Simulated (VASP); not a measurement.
# Li (I4/mmm) in VASP: a series of runs, part 2 of 2

VASP 6.6.1. Earlier steps stand in the parts before.

### 3 Single point, LDA (strain +0.080 along x and y, -0.080 along z)

Input file INCAR:

```
SYSTEM = Li
PREC = Accurate
ENCUT = 520
EDIFF = 1E-6
ISMEAR = 0
SIGMA = 0.15
LREAL = .False.
LASPH = .True.
NELM = 60
ALGO = Normal
ISIF = 2
LWAVE = .False.
LCHARG = .True.
LELF = .True.
LVHAR = .True.
NBANDS = 8
```

Input file KPOINTS:

```
regular mesh
0
Gamma
  20 20 20
  0 0 0
```

Input file POSCAR:

```
Li
1.0
   -1.8900000000      1.8900000000      1.6100000000
    1.8900000000     -1.8900000000      1.6100000000
    1.8900000000      1.8900000000     -1.6100000000
Li
1
Direct
    0.0000000000      0.0000000000      0.0000000000
```

Potentials or basis: VASP PAW LDA potentials, release 64 (Li_sv).

Run with:

```sh
$ cat potpaw_LDA.64/Li_sv/POTCAR > POTCAR
$ mpirun -np 1 vasp_std > vasp.out
```

OUTCAR:

```text
SYSTEM = Li
   PREC = Accurate
   ENCUT = 520
   EDIFF = 1E-6
   ISMEAR = 0
   LREAL = .False.
   LASPH = .True.
   NELM = 60
   ISIF = 2

 ion  position               nearest neighbor table
   1  0.000  0.000  0.000-

  LATTYP: Found a body centered tetragonal cell.
 ALAT       =     3.7800000000
 C/A-ratio  =     0.8518518519

  Lattice vectors:

 A1 = (  -1.8900000000,   1.8900000000,   1.6100000000)
 A2 = (   1.8900000000,  -1.8900000000,   1.6100000000)
 A3 = (   1.8900000000,   1.8900000000,  -1.6100000000)

Analysis of symmetry for initial positions (statically):
=====================================================================
 Subroutine PRICEL returns:
 Original cell was already a primitive cell.

 Routine SETGRP: Setting up the symmetry group for a
 body centered tetragonal supercell.

 Subroutine GETGRP returns: Found 16 space group operations
 (whereof 16 operations were pure point group operations)
 out of a pool of 16 trial point group operations.

The static configuration has the point symmetry D_4h.

[... 161 lines left out ...]
 cond. band min:       0.2814161441   @ k =  -0.2000   0.4000   0.2000
 fundamental gap:      0.0185073342
 Fermi energy:         0.2716013002

 k-point     1 :       0.0000    0.0000    0.0000
  band No.  band energies     occupation
      1     -45.6024      2.00000
      2      -3.0684      2.00000
      3      12.6611      0.00000
      4      12.6611      0.00000
      5      14.1392      0.00000
      6      15.8887      0.00000
      7      17.5732      0.00000
      8      19.6311      0.00000
[... 243 lines left out ...]
 k-point    24 :      -0.3500    0.0500    0.0000
  band No.  band energies     occupation
      1     -45.5921      2.00000
      2      -1.0867      2.00000
      3       6.8891      0.00000
      4       9.2068      0.00000
      5      10.5991      0.00000
      6      13.5657      0.00000
      7      15.5555      0.00000
      8      19.9933      0.00000

 [... further k-points ...]

------------------------ aborting loop because EDIFF is reached ----------------------------------------

  FORCE on cell =-STRESS in cart. coord.  units (eV):
  Direction    XX          YY          ZZ          XY          YZ          ZX
  --------------------------------------------------------------------------------------
  -------------------------------------------------------------------------------------
  Total       -0.3523782     -0.3523782     -0.2345267      0.0000000      0.0000000      0.0000000
  in kB      -24.5420080    -24.5420080    -16.3340347      0.0000000      0.0000000      0.0000000
  external PRESSURE =     -21.8060169 kB  Pullay stress =       0.0000000 kB

 VOLUME and BASIS-vectors are now :
 -----------------------------------------------------------------------------
  energy-cutoff  :      520.00
  volume of cell :       23.00
      direct lattice vectors                 reciprocal lattice vectors
    -1.890000000  1.890000000  1.610000000     0.000000000  0.264550265  0.310559006
     1.890000000 -1.890000000  1.610000000     0.264550265  0.000000000  0.310559006
     1.890000000  1.890000000 -1.610000000     0.264550265  0.264550265  0.000000000

 POSITION                                       TOTAL-FORCE (eV/Angst)
 -----------------------------------------------------------------------------------
      0.00000      0.00000      0.00000         0.000000     -0.000000      0.000000
 -----------------------------------------------------------------------------------
    total drift:                               -0.000000      0.000000      0.000000

  FREE ENERGIE OF THE ION-ELECTRON SYSTEM (eV)
  ---------------------------------------------------
  free  energy   TOTEN  =        -2.0135802733 eV

  energy  without entropy=       -2.0083392943  energy(sigma->0) =       -2.01095978
```

OSZICAR:

```text
N       E                     dE             d eps       ncg     rms          rms(c)
DAV:   1    -0.176711555972E+00   -0.17671E+00   -0.69466E+02 10352   0.253E+02
DAV:   2    -0.198316246399E+01   -0.18065E+01   -0.17633E+01 14880   0.348E+01
DAV:   3    -0.201480345594E+01   -0.31641E-01   -0.31562E-01 11544   0.345E+00
DAV:   4    -0.201533013472E+01   -0.52668E-03   -0.52667E-03 15368   0.391E-01
DAV:   5    -0.201533175321E+01   -0.16185E-05   -0.16185E-05 11888   0.177E-02    0.300E-01
DAV:   6    -0.201416416081E+01    0.11676E-02   -0.35310E-04 17464   0.774E-02    0.168E-01
DAV:   7    -0.201357863499E+01    0.58553E-03   -0.75060E-04 17424   0.120E-01    0.254E-02
DAV:   8    -0.201358019565E+01   -0.15607E-05   -0.11806E-05 11648   0.263E-02    0.127E-03
DAV:   9    -0.201358027325E+01   -0.77602E-07   -0.22331E-07 10264   0.386E-03
   1 F= -.20135803E+01 E0= -.20109598E+01  d E =-.524098E-02
```

stdout:

```text
POSCAR found type information on POSCAR Li
 POSCAR found :  1 types and       1 ions
 scaLAPACK will be used
 LDA part: xc-table for (Slater(with rela. corr.)+CA(PZ))
 , standard interpolation
 POSCAR, INCAR and KPOINTS ok, starting setup
 FFT: planning ... GRIDC
 FFT: planning ... GRID_SOFT
 FFT: planning ... GRID
 WAVECAR not read
 entering main loop
```

Run time: 55 s. Hardware: 1 thread of Intel Xeon Platinum 8259CL at 2.50GHz (Skylake/Cascade Lake), shared host; peak memory 0.19 GiB.

What came out:

- Free energy: -2.0136 eV
- Band gap on the k mesh: zero (an odd number of electrons rules out a gap without spin polarisation)

Levels at points of the mesh, in eV from the Fermi level:
```
           k point  band 1  band 2  band 3  band 4  band 5  band 6
(0.00, 0.00, 0.00)  -45.87   -3.34   12.39   12.39   13.87   15.62
(0.50, 0.00, 0.00)  -45.86    0.53    3.29    8.82    9.89   11.82
(0.50, 0.50, 0.00)  -45.86   -0.16    2.28   10.88   12.53   14.87
(0.50, 0.50, 0.50)  -45.85    3.99    3.99    6.35    7.38    7.72
```

Caveat: the cell differs from its parent crystal (strain +0.080 along x and y, -0.080 along z); the cutoff is under 1.25 times the usual one of these potentials, so pressure, stress and relaxed cells hold a basis-set (Pulay) error.

### 4 Single point, LDA (strain +0.000 along x and y, +0.080 along z)

Input file INCAR:

```
PREC = Accurate
ENCUT = 520
EDIFF = 1E-6
ISMEAR = 0
SIGMA = 0.15
LREAL = F
LASPH = T
NELM = 80
ALGO = Fast
ISIF = 2
LWAVE = F
LCHARG = T
GGA = CA
LELF = T
LVHAR = T
NBANDS = 8
```

Input file KPOINTS:

```
regular mesh
0
Gamma
  20 20 20
```

Input file POSCAR:

```
Li
1.0
   -1.7500000000      1.7500000000      1.8900000000
    1.7500000000     -1.7500000000      1.8900000000
    1.7500000000      1.7500000000     -1.8900000000
Li
1
Direct
    0.0000000000      0.0000000000      0.0000000000
```

Run with:

```sh
$ cat potpaw_LDA.64/Li_sv/POTCAR > POTCAR
$ mpirun -np 1 vasp_std > vasp.out
```

Run time: 80 s. Hardware: 1 thread of Intel Xeon Platinum 8259CL at 2.50GHz (Skylake/Cascade Lake), shared host; peak memory 0.2 GiB.

Results (log left out):

| Item | Value |
| --- | --- |
| Free energy | -2.0161 eV |
| Band gap on the k mesh | zero (an odd number of electrons rules out a gap without spin polarisation) |

Levels at points of the mesh, in eV from the Fermi level:
```tsv
k point	band 1	band 2	band 3	band 4	band 5
(0.00, 0.00, 0.00)	-45.89	-3.34	12.83	13.06	13.06
(0.50, 0.00, 0.00)	-45.88	0.15	2.73	9.62	11.12
(0.50, 0.50, 0.00)	-45.88	0.47	3.17	8.71	9.87
(0.50, 0.50, 0.50)	-45.87	4.00	5.50	5.50	6.69
```

Caveat: the cell differs from its parent crystal (strain +0.000 along x and y, +0.080 along z); the cutoff is under 1.25 times the usual one of these potentials, so pressure, stress and relaxed cells hold a basis-set (Pulay) error.

### 5 The runs side by side

```tsv
cell	gap on the mesh (eV)
a = 2.872 Å, angles 111.8, 111.8, 104.9°, 1 atom	none
a = 3.120 Å, angles 105.4, 105.4, 117.9°, 1 atom	none
a = 3.114 Å, angles 111.6, 111.6, 105.3°, 1 atom	none
```

Alike in all rows: task single point; level LDA; potentials or basis VASP PAW LDA potentials, release 64 (Li_sv); no spin polarisation; k mesh 20 × 20 × 20; cutoff (eV) 520; smearing gaussian 0.15 eV.

Caveats: the cutoff is under 1.25 times the usual one of these potentials, so pressure, stress and relaxed cells hold a basis-set (Pulay) error.

Total energies depend on the potentials used, so only differences within one code and one set of settings carry meaning.
